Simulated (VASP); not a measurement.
# WS2 in VASP: notebook, part 2 of 2

VASP 6.6.1. The steps go on from the part before.

### 5 Single point, PBE

INCAR reads:

```
SYSTEM = WS2
ALGO = Normal ; EDIFF = 1E-7
ENCUT = 520 ; GGA = PE
ISIF = 2 ; ISMEAR = -1
LASPH = .True. ; LCHARG = .False.
LREAL = .False. ; LWAVE = .False.
NBANDS = 35 ; NELM = 60
PREC = Accurate ; SIGMA = 0.05
```

KPOINTS reads:

```
k-points
0
Gamma
  6 6 1
  0 0 0
```

POSCAR reads:

```
WS2
1.0
    3.1832100000      0.0000000000      0.0000000000
   -1.5916000000      2.7567400000      0.0000000000
    0.0000000000      0.0000000000     23.6687600000
W S
2 4
Direct
    0.3333333333      0.6666666667      0.6373200000
    0.6666666667      0.3333333333      0.3626800000
    0.3333333333      0.6666666667      0.2968200000
    0.6666666667      0.3333333333      0.5714400000
    0.3333333333      0.6666666667      0.4285600000
    0.6666666667      0.3333333333      0.7031800000
```

Potentials or basis: VASP PAW PBE potentials, release 64 (W_sv, S).

Started as:

```sh
> cat potpaw_PBE.64/W_sv/POTCAR potpaw_PBE.64/S/POTCAR > POTCAR
> mpirun -np 1 vasp_std > vasp.out
```

OUTCAR:

```text
SYSTEM = WS2
   EDIFF = 1E-7
   ENCUT = 520
   GGA = PE
   ISIF = 2
   ISMEAR = -1
   LASPH = .True.
   LREAL = .False.
   NELM = 60
   PREC = Accurate

 ion  position               nearest neighbor table
   1  0.333  0.667  0.637-   6 2.41   6 2.41   6 2.41   4 2.41   4 2.41   4 2.41
   2  0.667  0.333  0.363-   3 2.41   3 2.41   3 2.41   5 2.41   5 2.41   5 2.41
   3  0.333  0.667  0.297-   2 2.41   2 2.41   2 2.41
   4  0.667  0.333  0.571-   1 2.41   1 2.41   1 2.41
   5  0.333  0.667  0.429-   2 2.41   2 2.41   2 2.41
   6  0.667  0.333  0.703-   1 2.41   1 2.41   1 2.41

  LATTYP: Found a hexagonal cell.
 ALAT       =     3.1832100000
 C/A-ratio  =     7.4355006424

  Lattice vectors:

 A1 = (   3.1832100000,   0.0000000000,   0.0000000000)
 A2 = (  -1.5916000000,   2.7567400000,   0.0000000000)
 A3 = (   0.0000000000,   0.0000000000,  23.6687600000)

Analysis of symmetry for initial positions (statically):
=====================================================================
 Subroutine PRICEL returns:
 Original cell was already a primitive cell.

 Routine SETGRP: Setting up the symmetry group for a
 hexagonal supercell.

 Subroutine GETGRP returns: Found 12 space group operations
 (whereof 12 operations were pure point group operations)
 out of a pool of 24 trial point group operations.

The static configuration has the point symmetry D_3d.

Analysis of symmetry for dynamics (positions and initial velocities):
=====================================================================
 Subroutine PRICEL returns:
 Original cell was already a primitive cell.

 Routine SETGRP: Setting up the symmetry group for a
 hexagonal supercell.

 Subroutine GETGRP returns: Found 12 space group operations
 (whereof 12 operations were pure point group operations)
 out of a pool of 24 trial point group operations.

The dynamic configuration has the point symmetry D_3d.

 Subroutine INISYM returns: Found 12 space group operations
 (whereof 12 operations are pure point group operations),
 and found     1 'primitive' translations

----------------------------------------------------------------------------------------

                                     Primitive cell

  volume of cell :     207.7001

  direct lattice vectors                    reciprocal lattice vectors
     3.183210000  0.000000000  0.000000000     0.314148297  0.181373082  0.000000000
    -1.591600000  2.756740000  0.000000000     0.000000000  0.362747303  0.000000000
     0.000000000  0.000000000 23.668760000     0.000000000  0.000000000  0.042249784

  length of vectors
     3.183210000  3.183206872 23.668760000     0.362746946  0.362747303  0.042249784

  position of ions in fractional coordinates (direct lattice)
     0.333333333  0.666666667  0.637320000
     0.666666667  0.333333333  0.362680000
     0.333333333  0.666666667  0.296820000
     0.666666667  0.333333333  0.571440000
     0.333333333  0.666666667  0.428560000
     0.666666667  0.333333333  0.703180000

  ion indices of the primitive-cell ions
   primitive index   ion index
                 1           1
                 2           2
                 3           3
[... 26 lines left out ...]
 ===========================================

 Found      7 irreducible k-points:

 Following reciprocal coordinates:
            Coordinates               Weight
  0.000000  0.000000  0.000000      1.000000
  0.166667  0.000000  0.000000      6.000000
  0.333333  0.000000  0.000000      6.000000
  0.500000  0.000000  0.000000      3.000000
  0.166667  0.166667  0.000000      6.000000
  0.333333  0.166667  0.000000     12.000000
  0.333333  0.333333  0.000000      2.000000
   k-points           NKPTS =      7   k-points in BZ     NKDIM =      7   number of bands    NBANDS=     35
   number of dos      NEDOS =    301   number of ions     NIONS =      6
   total plane-waves  NPLWV = 103680
   dimension x,y,z NGX =    24 NGY =   24 NGZ =  180
   dimension x,y,z NGXF=    48 NGYF=   48 NGZF=  360
   ions per type =               2   4
   NGX,Y,Z   is equivalent  to a cutoff of  12.53, 12.53, 12.64 a.u.
   NGXF,Y,Z  is equivalent  to a cutoff of  25.07, 25.07, 25.29 a.u.
 SYSTEM =  WS2
   PREC   = accura    normal or accurate (medium, high low for compatibility)
   ISTART =      0    job   : 0-new  1-cont  2-samecut
   ICHARG =      2    charge: 1-file 2-atom 10-const
   ISPIN  =      1    spin polarized calculation?
   LNONCOLLINEAR =      F non collinear calculations
   LSORBIT =      F    spin-orbit coupling
   LASPH  =      T    aspherical Exc in radial PAW
   ENCUT  =  520.0 eV  38.22 Ry    6.18 a.u.   5.92  5.92 44.01*2*pi/ulx,y,z
   NELM   =     60;   NELMIN=  2; NELMDL= -5     # of ELM steps
   EDIFF  = 0.1E-06   stopping-criterion for ELM
   LREAL  =      F    real-space projection
   EDIFFG = 0.1E-05   stopping-criterion for IOM
   NSW    =      0    number of steps for IOM
   IBRION =     -1    ionic relax: 0-MD 1-quasi-New 2-CG
   NFREE  =      0    steps in history (QN), initial steepest desc. (CG)
   ISIF   =      2    stress and relaxation
   ISYM   =      2    0-nonsym 1-usesym 2-fastsym
   POTIM  = 0.5000    time-step for ionic-motion
   TEBEG  =    0.0;   TEEND  =   0.0 temperature during run
   PSTRESS=    0.0 pullay stress
   NELECT =      52.0000    total number of electrons
   NUPDOWN=      -1.0000    fix difference up-down
   EMIN   =  10.00;   EMAX   =-10.00  energy-range for DOS
   EFERMI =   0.00;   METHOD = LEGACY
   ISMEAR =    -1;   SIGMA  =   0.05  broadening in eV -4-tet -1-fermi 0-gaus
   EFERMI_NEDOS =   21; number of points for ismear=-14 and -15
   IALGO  =     38    algorithm
   IMIX   =      4    mixing-type and parameters
     AMIX     =   0.40;   BMIX     =  1.00
     AMIX_MAG =   1.60;   BMIX_MAG =  1.00
  volume/ion in A,a.u.               =      34.62       233.60
  Fermi-wavevector in a.u.,A,eV,Ry     =   1.031804  1.949826 14.485019  1.064619
  Thomas-Fermi vector in A             =   2.165970
   LORBIT       =      0    0 simple, 1 ext, 2 COOP (PROOUT), +10 PAW based schemes
   GGA     = PE    functional components
   LHFCALC =     F    Hartree Fock is set to
   AEXX    =    0.0000 exact exchange contribution
   IVDW    =     0    specifies the selected vdW correction
   LEPSILON=     F    determine dielectric tensor
   LRPA    =     F    only Hartree local field effects (RPA)
 non-spin polarized calculation
  energy-cutoff  :      520.00
  volume of cell :      207.70
 maximum number of plane-waves:      5628
 NGX is ok and might be reduce to    24
   NGX = 11   NGY = 11   NGZ = 89

 number of electron      52.0000005 magnetization

 Free energy of the ion-electron system (eV)
  ---------------------------------------------------
  ext. energy  EPLUGINS =         0.00000000
  ---------------------------------------------------
  free energy    TOTEN  =       -47.32670921 eV

  energy without entropy =      -47.32670914  energy(sigma->0) =      -47.32670918

 E-fermi :   1.7407     XC(G=0):  -6.1263

 val. band max:        1.0371601202   @ k =   0.0000   0.0000   0.0000
 cond. band min:       2.5200492222   @ k =   0.3333   0.3333   0.0000
 fundamental gap:      1.4828891020
 Fermi energy:         1.7406957216

 k-point     1 :       0.0000    0.0000    0.0000
  band No.  band energies     occupation
      1     -73.2864      2.00000
      2     -73.2864      2.00000
      3     -37.5270      2.00000
      4     -37.5270      2.00000
      5     -37.3775      2.00000
      6     -37.3775      2.00000
[... 255 lines left out ...]
     34       6.2640      0.00000
     35       7.5051      0.00000

------------------------ aborting loop because EDIFF is reached ----------------------------------------

  FORCE on cell =-STRESS in cart. coord.  units (eV):
  Direction    XX          YY          ZZ          XY          YZ          ZX
  --------------------------------------------------------------------------------------
  -------------------------------------------------------------------------------------
  Total        0.9066029      0.9066024      1.9183022      0.0000016      0.0000000      0.0000000
  in kB        6.9934433      6.9934396     14.7975905      0.0000127      0.0000000      0.0000000
  external PRESSURE =       9.5948245 kB  Pullay stress =       0.0000000 kB

 VOLUME and BASIS-vectors are now :
 -----------------------------------------------------------------------------
  energy-cutoff  :      520.00
  volume of cell :      207.70
      direct lattice vectors                 reciprocal lattice vectors
     3.183210000  0.000000000  0.000000000     0.314148297  0.181373082  0.000000000
    -1.591600000  2.756740000  0.000000000     0.000000000  0.362747303  0.000000000
     0.000000000  0.000000000 23.668760000     0.000000000  0.000000000  0.042249784

 POSITION                                       TOTAL-FORCE (eV/Angst)
 -----------------------------------------------------------------------------------
      0.00000      1.83783     15.08457         0.000000     -0.000000      0.008061
      1.59161      0.91891      8.58419        -0.000000      0.000000     -0.008061
      0.00000      1.83783      7.02536        -0.000000      0.000000     -0.281650
      1.59161      0.91891     13.52528        -0.000000      0.000000     -0.232698
      0.00000      1.83783     10.14348         0.000000      0.000000      0.232698
      1.59161      0.91891     16.64340         0.000000      0.000000      0.281650
 -----------------------------------------------------------------------------------
    total drift:                                0.000000      0.000000      0.000000

  FREE ENERGIE OF THE ION-ELECTRON SYSTEM (eV)
  ---------------------------------------------------
  free  energy   TOTEN  =       -47.3267092113 eV

  energy  without entropy=      -47.3267091417  energy(sigma->0) =      -47.32670918
```

stdout:

```text
POSCAR found type information on POSCAR W S
 POSCAR found :  2 types and       6 ions
 scaLAPACK will be used
 LDA part: xc-table for (Slater+PW92), standard interpolation
 POSCAR, INCAR and KPOINTS ok, starting setup
 FFT: planning ... GRIDC
 FFT: planning ... GRID_SOFT
 FFT: planning ... GRID
 WAVECAR not read
 entering main loop
```

It used 230 s of CPU time on 1 thread of AMD EPYC 7R13 Processor (Zen 3) (shared host).

What came out:

```
Free energy            : -47.3267 eV
Largest force          : 0.282 eV/Å
Band gap on the k mesh : 1.48 eV, indirect (least direct gap 1.77 eV)
```

Forces on the atoms (eV/Å):
```
W    0.000  0.000  0.008
W    0.000  0.000 -0.008
S    0.000  0.000 -0.282
S    0.000  0.000 -0.233
S    0.000  0.000  0.233
S    0.000  0.000  0.282
```

Caveat: spin-orbit coupling is left out, which moves the levels of the heavy elements.

### 6 Single point, PBE

INCAR reads:

```
SYSTEM = WS2
PREC = Accurate
ENCUT = 520
EDIFF = 1E-6
ISMEAR = -1
SIGMA = 0.05
LREAL = .FALSE.
LASPH = .TRUE.
NELM = 60
ALGO = Normal
ISIF = 2
LWAVE = .FALSE.
LCHARG = .FALSE.
GGA = PE
NBANDS = 35
```

KPOINTS reads:

```
regular mesh
0
G
  8 8 1
  0 0 0
```

POSCAR is that of step 5.

Potentials or basis: VASP PAW PBE potentials, release 64 (W_sv, S).

Started as:

```sh
> cat potpaw_PBE.64/W_sv/POTCAR potpaw_PBE.64/S/POTCAR > POTCAR
> mpirun -np 1 vasp_std > vasp.out
```

It used 180 s of CPU time on 1 thread of AMD EPYC 7R13 Processor (Zen 3), with other jobs on the host.

The run converged. Its results:

* Free energy: -47.3314 eV
* Largest force: 0.277 eV/Å
* Band gap on the k mesh: 1.73 eV, indirect (least direct gap 2.23 eV)

Forces in eV/Å, atoms in the order of the input:
```
W    0.000  0.000  0.008
W    0.000  0.000 -0.008
S    0.000  0.000 -0.277
S    0.000  0.000 -0.228
S    0.000  0.000  0.228
S    0.000  0.000  0.277
```

Levels at points of the mesh, in eV from the valence-band top:
```csv
k point,band 22,band 23,band 24,band 25,band 26,band 27,band 28,band 29,band 30,band 31
"(0.00, 0.00, 0.00)",-1.98,-1.97,-1.97,-0.48,0.00,2.58,2.58,2.58,2.58,2.74
"(0.50, 0.00, 0.00)",-2.41,-1.64,-1.59,-1.27,-1.22,2.53,2.54,2.96,3.04,3.63
```

Caveat: spin-orbit coupling is left out, which moves the levels of the heavy elements.

### 7 Single point, PBE

INCAR reads:

```
PREC = Accurate
ENCUT = 520
EDIFF = 1E-6
ISMEAR = -1
SIGMA = 0.05
LREAL = F
LASPH = T
NELM = 100
ALGO = Normal
ISIF = 2
LWAVE = F
LCHARG = F
GGA = PE
NBANDS = 35
```

KPOINTS reads:

```
Automatic mesh
0
Gamma
  10 10 2
```

POSCAR is that of step 6.

Started as:

```sh
> cat potpaw_PBE.64/W_sv/POTCAR potpaw_PBE.64/S/POTCAR > POTCAR
> mpirun -np 1 vasp_std > vasp.out
```

It took 16 min on 1 thread of AMD EPYC 7R13 (Zen 3), shared host; peak memory 0.36 GiB.

It converged, with:

```
Free energy            : -47.3318 eV
Largest force          : 0.277 eV/Å
Band gap on the k mesh : 1.68 eV, indirect (least direct gap 2.13 eV)
```

Forces in eV/Å, atoms in the order of the input:
```
W    0.000  0.000  0.008
W    0.000  0.000 -0.008
S    0.000  0.000 -0.277
S    0.000  0.000 -0.227
S    0.000  0.000  0.227
S    0.000  0.000  0.277
```

Levels at points of the mesh, in eV from the valence-band top:
```tsv
k point	band 22	band 23	band 24	band 25	band 26	band 27	band 28	band 29	band 30	band 31
(0.00, 0.00, 0.00)	-1.98	-1.97	-1.97	-0.48	0.00	2.58	2.58	2.58	2.58	2.74
(0.50, 0.00, 0.00)	-2.41	-1.64	-1.59	-1.27	-1.22	2.53	2.54	2.96	3.04	3.63
(0.00, 0.00, 0.50)	-1.98	-1.97	-1.97	-0.48	0.00	2.58	2.58	2.58	2.58	2.74
(0.50, 0.00, 0.50)	-2.41	-1.64	-1.59	-1.27	-1.22	2.53	2.54	2.96	3.04	3.63
```

Caveat: spin-orbit coupling is left out, which moves the levels of the heavy elements.

### 8 Summary

```csv
k mesh,gap on the mesh (eV),largest force (eV/Å)
3 × 3 × 1,1.53,0.10
4 × 4 × 1,1.89,0.22
5 × 5 × 1,1.69,0.27
6 × 6 × 1,1.48,0.28
8 × 8 × 1,1.73,0.28
10 × 10 × 2,1.68,0.28
```

Alike in all rows: task single point; level PBE; potentials or basis VASP PAW PBE potentials, release 64 (W_sv, S); no spin polarisation; cell as given; cutoff (eV) 520; smearing fermi-dirac 0.05 eV.

Caveats: some runs use coarse meshes; spin-orbit coupling is left out, which moves the levels of the heavy elements.

Total energies depend on the potentials used, so only differences within one code and one set of settings carry meaning.
